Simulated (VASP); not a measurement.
# HfO2 (P1) in VASP: notebook, part 2 of 2

VASP 6.6.1. Earlier steps stand in the parts before.

### Step 3. Single point, LDA

Contents of INCAR:

```
PREC     = Accurate       # precision mode
ENCUT    = 600            # plane-wave cutoff, eV
EDIFF    = 1E-6           # SCF threshold, eV
ISMEAR   = 0              # smearing method
SIGMA    = 0.01           # smearing width, eV
LREAL    = False          # projectors in reciprocal space
LASPH    = True           # aspherical terms in the spheres
NELM     = 120            # most SCF steps
ALGO     = Normal         # electronic algorithm
ISIF     = 2              # what is computed and relaxed
LWAVE    = False          # write WAVECAR
LCHARG   = True           # write CHGCAR
GGA      = CA             # functional
LELF     = True           # ELF
LVHAR    = True         
NBANDS   = 31             # bands
GGA_COMPAT= False
```

Contents of KPOINTS:

```
Automatic mesh
0
Gamma
  2 2 2
  0.5 0.5 0.5
```

Contents of POSCAR:

```
HfO2
1.0
    4.8370700000      0.0197800000     -0.1086100000
    0.0197800000      4.7504400000     -0.0646700000
   -0.0723200000     -0.0430600000      3.1917900000
Hf O
2 4
Direct
    0.9861100000      0.9934300000      0.9634100000
    0.5062900000      0.4914100000      0.4813400000
    0.1954300000      0.8277800000      0.4823800000
    0.3056500000      0.3018200000      0.9958500000
    0.6954200000      0.6956600000      0.0062500000
    0.8026700000      0.1886300000      0.4753400000
```

Potentials or basis: VASP PAW LDA potentials, release 64 (Hf_pv, O).

The run is started by

```bash
$ cat potpaw_LDA.64/Hf_pv/POTCAR potpaw_LDA.64/O/POTCAR > POTCAR
$ mpirun -np 1 vasp_std > vasp.out
```

OUTCAR:

```text
PREC = Accurate
   ENCUT = 600
   EDIFF = 1E-6
   ISMEAR = 0
   LREAL = False
   LASPH = True
   NELM = 120
   ISIF = 2
   GGA = CA

 ion  position               nearest neighbor table
   1  0.986  0.993  0.963-   6 2.00   5 2.01   3 2.02   3 2.07   6 2.09   4 2.14   2 3.61   2 3.62
                             2 3.71   2 3.77   2 3.80   2 3.80   2 3.81   2 3.87
   2  0.506  0.491  0.481-   4 1.99   6 2.02   5 2.07   5 2.09   4 2.17   3 2.19   1 3.61   1 3.62
                             1 3.71   1 3.77   1 3.80   1 3.80   1 3.81   1 3.87
   3  0.195  0.828  0.482-   1 2.02   1 2.07   2 2.19
   4  0.306  0.302  0.996-   2 1.99   1 2.14   2 2.17
   5  0.695  0.696  0.006-   1 2.01   2 2.07   2 2.09
   6  0.803  0.189  0.475-   1 2.00   2 2.02   1 2.09

  LATTYP: Found a triclinic cell.
 ALAT       =     3.1928995835
 B/A-ratio  =     1.5153403667
 C/A-ratio  =     1.4879645361
 COS(alpha) =     0.0085556546
 COS(beta)  =     0.0271864761
 COS(gamma) =     0.0451395242

  Lattice vectors:

 A1 = (  -0.0723200000,  -0.0430600000,   3.1917900000)
 A2 = (  -4.8370700000,  -0.0197800000,   0.1086100000)
 A3 = (  -0.0197800000,  -4.7504400000,   0.0646700000)

Analysis of symmetry for initial positions (statically):
=====================================================================
 Subroutine PRICEL returns:
 Original cell was already a primitive cell.

 Routine SETGRP: Setting up the symmetry group for a
 triclinic supercell.

 Subroutine GETGRP returns: Found  1 space group operations
 (whereof  1 operations were pure point group operations)
 out of a pool of  2 trial point group operations.

The static configuration has the point symmetry C_1 .

Analysis of symmetry for dynamics (positions and initial velocities):
=====================================================================
 Subroutine PRICEL returns:
 Original cell was already a primitive cell.

 Routine SETGRP: Setting up the symmetry group for a
 triclinic supercell.

[... 113 lines left out ...]
  Fermi-wavevector in a.u.,A,eV,Ry     =   1.381056  2.609817 25.950601  1.907315
  Thomas-Fermi vector in A             =   2.505876
   LORBIT       =      0    0 simple, 1 ext, 2 COOP (PROOUT), +10 PAW based schemes
   GGA     = CA    functional components
   LHFCALC =     F    Hartree Fock is set to
   AEXX    =    0.0000 exact exchange contribution
   IVDW    =     0    specifies the selected vdW correction
   LEPSILON=     F    determine dielectric tensor
   LRPA    =     F    only Hartree local field effects (RPA)
 non-spin polarized calculation
 Gauss-broadening in eV      SIGMA  =   0.01
  energy-cutoff  :      600.00
  volume of cell :       73.29
 maximum number of plane-waves:      2456
 NGX is ok and might be reduce to    40
   NGX = 19   NGY = 19   NGZ = 13

 number of electron      44.0000003 magnetization

 Free energy of the ion-electron system (eV)
  ---------------------------------------------------
  ext. energy  EPLUGINS =         0.00000000
  ---------------------------------------------------
  free energy    TOTEN  =       -66.00059683 eV

  energy without entropy =      -66.00059683  energy(sigma->0) =      -66.00059683

 E-fermi :   1.8532     XC(G=0): -11.5540

 val. band max:        1.7847189961   @ k =  -0.2500  -0.2500   0.2500
 cond. band min:       6.7843765365   @ k =   0.2500   0.2500   0.2500
 fundamental gap:      4.9996575404
 Fermi energy:         1.8532307565

 k-point     1 :       0.2500    0.2500    0.2500
  band No.  band energies     occupation
      1     -26.9377      2.00000
      2     -26.8551      2.00000
      3     -26.8095      2.00000
      4     -26.6905      2.00000
      5     -26.5520      2.00000
      6     -26.5275      2.00000
[... 125 lines left out ...]
     30      11.6466      0.00000
     31      12.3124      0.00000

------------------------ aborting loop because EDIFF is reached ----------------------------------------

  FORCE on cell =-STRESS in cart. coord.  units (eV):
  Direction    XX          YY          ZZ          XY          YZ          ZX
  --------------------------------------------------------------------------------------
  -------------------------------------------------------------------------------------
  Total       -1.3171071     -0.3059264     -1.0530390     -0.5137373      1.5034969      2.6182380
  in kB      -28.7930897     -6.6878126    -23.0203354    -11.2307387     32.8677302     57.2369268
  external PRESSURE =     -19.5004126 kB  Pullay stress =       0.0000000 kB

 VOLUME and BASIS-vectors are now :
 -----------------------------------------------------------------------------
  energy-cutoff  :      600.00
  volume of cell :       73.29
      direct lattice vectors                 reciprocal lattice vectors
     4.837070000  0.019780000 -0.108610000     0.206844977 -0.000797610  0.004675960
     0.019780000  4.750440000 -0.064670000    -0.000797613  0.210548560  0.002822409
    -0.072320000 -0.043060000  3.191790000     0.007022345  0.004238859  0.313520119

 POSITION                                       TOTAL-FORCE (eV/Angst)
 -----------------------------------------------------------------------------------
      4.71986      4.69725      2.90366         1.564663      0.331850      0.615572
      2.42387      2.32370      1.44957        -1.206232      0.634499      0.414215
      0.92680      3.91541      1.46490         0.372373     -1.154973     -0.037744
      1.41240      1.39694      3.12583         0.145887      0.511135     -0.794914
      3.37710      3.31818     -0.10057        -0.530287     -0.804517     -0.053494
      3.85193      0.89148      1.41781        -0.346404      0.482006     -0.143634
 -----------------------------------------------------------------------------------
    total drift:                               -0.000228     -0.000391      0.000167

  FREE ENERGIE OF THE ION-ELECTRON SYSTEM (eV)
  ---------------------------------------------------
  free  energy   TOTEN  =       -66.0005968349 eV

  energy  without entropy=      -66.0005968349  energy(sigma->0) =      -66.00059683
```

Wall time 11 s (1 thread of Intel Xeon 6975P-C, shared host); peak memory 0.17 GiB.

What came out:

- Free energy: -66.0006 eV
- Pressure: -2.0 GPa
- Largest force: 1.714 eV/Å
- Band gap on the k mesh: 5.00 eV, indirect (least direct gap 5.18 eV)

Forces on the atoms (eV/Å):
```
Hf   1.565  0.332  0.616
Hf  -1.206  0.634  0.414
O    0.372 -1.155 -0.038
O    0.146  0.511 -0.795
O   -0.530 -0.805 -0.053
O   -0.346  0.482 -0.144
```

Stress tensor (GPa, compression positive):
```
-2.88 -1.12  5.72
-1.12 -0.67  3.29
 5.72  3.29 -2.30
```

Caveat: the k points lie up to 0.99 Å⁻¹ apart; spin-orbit coupling is left out, which moves the levels of the heavy elements; forces of over 1 eV/Å act on the atoms, so gaps and moduli don't describe the material at rest. LDA gaps usually lie below the measured ones, often by a third to a half.
